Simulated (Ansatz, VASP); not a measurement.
## Sn4Bi2O: VASP beside Ansatz

```
Sn Bi O
1.0
     5.76093    0.00000    0.00000
    -2.88047    4.98911    0.00000
     0.00000    0.00000    7.44545
Sn Bi O
4 2 1
Cartesian
  0.0000 3.3261 6.0425
  0.0000 3.3261 1.4030
  2.8805 1.6630 1.4030
  2.8805 1.6630 6.0425
  0.0000 3.3261 3.7227
  2.8805 1.6630 3.7227
  0.0000 0.0000 3.7227
```

Alike in both runs: task single point; functional PBE; k mesh 3 × 3 × 4; occupations gaussian, width 0.1 eV; no spin polarisation.

|  | VASP | Ansatz |
| --- | --- | --- |
| version | VASP 6.6.1 | Ansatz 0.2.0 |
| potentials or method | VASP PAW PBE potentials, release 64 (Sn_d, Bi_d, O), cutoff 520 eV | scalar-relativistic, plane waves, PAW |
| valence electrons in the cell | 92 | 92 |

|  | VASP | Ansatz | Ansatz less VASP |
| --- | --- | --- | --- |
| gap on the k mesh at the Fermi level (eV) | none | none | - |
| pressure (GPa) | 20.5 | 20.7 | +0.15 |
| traceless stress, the component that is largest in VASP (GPa) | 45.50 | 45.74 | +0.242 |
| rms of the force components (eV/Å) | 3.569 | 3.579 | +0.0099 |

Atom by atom the forces differ by 0.010 eV/Å (rms over components). A gap of «none» marks a metal or a gap that the smearing closes. The functional is the same, so the differences come from potentials, cutoffs and numerics.

The k mesh is coarse, so the values compare programs but aren't converged. Spin-orbit coupling is off throughout.
